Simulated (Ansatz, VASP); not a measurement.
One calculation of Hf, two programs

```
Hf
1.0
     3.11840    0.00000    0.00000
    -1.55920    2.70061    0.00000
     0.00000    0.00000    4.94755
Hf
2
Direct
  0.33333 0.66667 0.25000
  0.66667 0.33333 0.75000
```

Alike in both runs: task single point; functional LDA; k mesh 2 × 2 × 1; occupations fermi-dirac, width 0.1 eV; no spin polarisation.

```csv
,VASP,Ansatz
version,VASP 6.6.1,Ansatz 0.2.0
potentials or method,"VASP PAW LDA potentials, release 64 (Hf_pv), cutoff 520 eV","plane waves (420 eV) with PAW, scalar-relativistic"
valence electrons in the cell,20,52
```

|  | VASP | Ansatz | Ansatz less VASP |
| --- | --- | --- | --- |
| pressure (GPa) | -5.1 | -5.2 | -0.13 |
| traceless stress, the component that is largest in VASP (GPa) | -24.89 | -24.77 | +0.124 |

Ansatz warns that its potentials were made for another functional, while VASP's fit it. LDA's correlation is that of Perdew and Zunger in VASP and of Perdew and Wang (1992) in Ansatz. VASP's potentials hold 20 valence electrons a cell and Ansatz's 52, so a difference there can come from the potentials and not from the codes.

The k mesh is coarse, so the values compare programs but aren't converged. Spin-orbit coupling is off throughout.
